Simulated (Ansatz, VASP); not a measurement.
**Two plane-wave programs on Al5Ni3Pt2**

INCAR

```
  PREC = Accurate
  ENCUT = 520
  EDIFF = 1E-6
  ISMEAR = 0
  SIGMA = 0.1
  LREAL = False
  LASPH = True
  NELM = 60
  ALGO = Fast
  ISIF = 2
  LWAVE = False
  LCHARG = False
  GGA = PE
  NBANDS = 44
```

The input KPOINTS:

```
regular mesh
0
Gamma
  12 12 4
```

The input POSCAR:

```
Al5Ni3Pt2
1.0
    2.9359266988      0.0000000000      0.0000000000
    0.0000000000      2.9359266988      0.0000000000
    0.0000000000      0.0000000000     15.2886250314
Al Ni Pt
5 3 2
Direct
    0.0000000000      0.0000000000      0.7789279187
    0.0000000000      0.0000000000      0.0000000000
    0.0000000000      0.0000000000      0.2210720813
    0.0000000000      0.0000000000      0.4067512824
    0.0000000000      0.0000000000      0.5932487176
    0.5000000000      0.5000000000      0.3140314760
    0.5000000000      0.5000000000      0.5000000000
    0.5000000000      0.5000000000      0.6859685240
    0.5000000000      0.5000000000      0.8893695435
    0.5000000000      0.5000000000      0.1106304565
```

Input for Ansatz:

```yaml
crystal:
  lattice:
    - [2.9359266988, 0.0, 0.0]
    - [0.0, 2.9359266988, 0.0]
    - [0.0, 0.0, 15.2886250314]
  atoms:
    - { symbol: Al, position: [0.0, 0.0, 0.7789279187] }
    - { symbol: Al, position: [0.0, 0.0, 0.0] }
    - { symbol: Al, position: [0.0, 0.0, 0.2210720813] }
    - { symbol: Al, position: [0.0, 0.0, 0.4067512824] }
    - { symbol: Al, position: [0.0, 0.0, 0.5932487176] }
    - { symbol: Ni, position: [0.5, 0.5, 0.314031476] }
    - { symbol: Ni, position: [0.5, 0.5, 0.5] }
    - { symbol: Ni, position: [0.5, 0.5, 0.685968524] }
    - { symbol: Pt, position: [0.5, 0.5, 0.8893695435] }
    - { symbol: Pt, position: [0.5, 0.5, 0.1106304565] }
basis:
  ecutwfc: 420
kpoints:
  mp_grid: { grid: [12, 12, 4] }
  band_path:
    path:
      - [[0.0, 0.0, 0.0], [0.0, 0.5, 0.0], [0.5, 0.5, 0.0], [0.0, 0.0, 0.0], [0.0, 0.0, 0.5], [0.0, 0.5, 0.5], [0.5, 0.5, 0.5], [0.0, 0.0, 0.5]]
      - [[0.0, 0.5, 0.0], [0.0, 0.5, 0.5]]
      - [[0.5, 0.5, 0.0], [0.5, 0.5, 0.5]]
    npoints: 14
hamiltonian:
  xc: pbe
scf:
  occupations: { method: gaussian, width: 0.1 }
  n_extra_bands: 25
output:
  forces: true
  stress: true
  eigenvalues: true
  populations: true
  dos: { projected: true, de: 0.02, nscf_kmesh: { grid: [15, 15, 5] } }
  bader: true
```

Alike in both runs: task single point; functional PBE; k mesh 12 × 12 × 4; occupations gaussian, width 0.1 eV; no spin polarisation.

|  | VASP | Ansatz |
| --- | --- | --- |
| version | VASP 6.6.1 | Ansatz 0.2.0 |
| potentials or method | VASP PAW PBE potentials, release 64 (Al, Ni, Pt), cutoff 520 eV | scalar-relativistic, plane waves, PAW |
| valence electrons in the cell | 65 | 105 |

|  | VASP | Ansatz | Ansatz less VASP |
| --- | --- | --- | --- |
| gap on the k mesh at the Fermi level (eV) | none | none | - |
| pressure (GPa) | 0.0 | 0.0 | +0.04 |

A gap of «none» marks a metal or a gap that the smearing closes. The functional is the same, so the differences come from potentials, cutoffs and numerics. VASP's potentials hold 65 valence electrons a cell and Ansatz's 105, so a difference there can come from the potentials and not from the codes.

Neither program's run includes spin-orbit coupling.
